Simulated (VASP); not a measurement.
## Mg5O6: single point with PBE

Mg5O6, a slab with vacuum:

```
O Mg
1.0
     3.00792    0.00000    0.00000
    -1.50396    2.60494    0.00000
     0.00000    0.00000   27.27980
O Mg
6 5
Direct
  0.33333 0.66667 0.28319
  0.00000 0.00000 0.36685
  0.66667 0.33333 0.45526
  0.33333 0.66667 0.54474
  0.00000 0.00000 0.63315
  0.66667 0.33333 0.71680
  0.66667 0.33333 0.31701
  0.33333 0.66667 0.40945
  0.00000 0.00000 0.50001
  0.66667 0.33333 0.59055
  0.33333 0.66667 0.68299
```

| Property | Result |
| --- | --- |
| Program | VASP 6.6.1 |
| Task | single point |
| Functional | PBE |
| Potentials or basis | VASP PAW PBE potentials, release 64 (O, Mg) |
| Cutoff | 640 eV |
| k mesh | 9 × 9 × 1 |
| Occupations | gaussian, width 0.05 eV |
| Spin | no spin polarisation |

```
Largest force          : 0.021 eV/Å
Band gap on the k mesh : zero (bands 23 and 24 overlap by 0.33 eV)
```

Forces on the atoms (eV/Å):
```
O    0.000  0.000  0.021
O    0.000  0.000 -0.020
O    0.000  0.000  0.009
O    0.000  0.000 -0.006
O    0.000  0.000  0.014
O    0.000  0.000 -0.020
Mg   0.000  0.000  0.010
Mg   0.000  0.000  0.010
Mg   0.000  0.000 -0.003
Mg   0.000  0.000 -0.008
Mg   0.000  0.000 -0.008
```

Levels at points of the mesh, in eV from the Fermi level:
```tsv
k point	band 20	band 21	band 22	band 23	band 24	band 25	band 26	band 27	band 28	band 29
(0.00, 0.00, 0.00)	-0.01	0.22	0.22	0.22	0.22	4.85	6.04	7.00	7.41	8.51
```

It took 4.3 min on 4 MPI ranks on Intel(R) Xeon(R) 6975P-C (Granite Rapids) (shared host), peak memory 0.49 GiB a rank.
